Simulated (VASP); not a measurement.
Ga2Te2O:

```xyz
5
Lattice="4.8715 0.0000 0.0000 -2.4358 4.2189 0.0000 0.0000 0.0000 7.2074" Properties=species:S:1:pos:R:3 pbc="T T T"
Ga    0.0000    2.8126    3.6037
Ga    2.4358    1.4063    3.6037
Te    0.0000    0.0000    2.0357
Te    0.0000    0.0000    5.1716
O     0.0000    0.0000    0.0000
```

The cell was generated, and may not be a known phase.

```yaml
Program: VASP 6.6.1
Task: relaxation of cell and atoms
Functional: PBE
Potentials_or_basis: VASP PAW PBE potentials, release 64 (Ga_d, Te, O)
Cutoff: 600 eV
k_mesh: 6 × 6 × 4
Occupations: gaussian, width 0.1 eV
Spin: no spin polarisation
```

At the start: pressure 0.2 GPa; volume 29.63 Å³/atom.

Problem. Where does the relaxation end?

Solution. Over 6 steps the energy falls by 15.1 meV/atom and the volume is 29.05 Å³/atom (-1.9 %); space group P6/mmm (No. 191, to 0.1 Å) before and after.

The path:
```
step  energy change (eV)  largest force (eV/Å)  pressure (GPa)  volume (Å³)
   1              0.0000                0.4604            0.16       148.13
   2             -0.0519                0.4275           -0.74       148.72
   3             -0.0535                0.4338           -0.90       148.83
   4             -0.0739                0.0494            0.15       145.42
   5             -0.0740                0.0223            0.09       145.61
   6             -0.0757                0.0168           -0.01       145.26
```

Final structure:
```cif
data_structure
_symmetry_space_group_name_H-M 'P 1'
_symmetry_Int_Tables_number 1
_cell_length_a 4.7553
_cell_length_b 4.7553
_cell_length_c 7.4175
_cell_angle_alpha 90.000
_cell_angle_beta 90.000
_cell_angle_gamma 120.000
_cell_volume 145.26
loop_
_atom_site_label
_atom_site_type_symbol
_atom_site_fract_x
_atom_site_fract_y
_atom_site_fract_z
_atom_site_occupancy
Ga1 Ga 0.33333 0.66667 0.50000 1
Ga2 Ga 0.66667 0.33333 0.50000 1
Te1 Te 0.00000 0.00000 0.27393 1
Te2 Te 0.00000 0.00000 0.72607 1
O1 O 0.00000 0.00000 0.00000 1
```
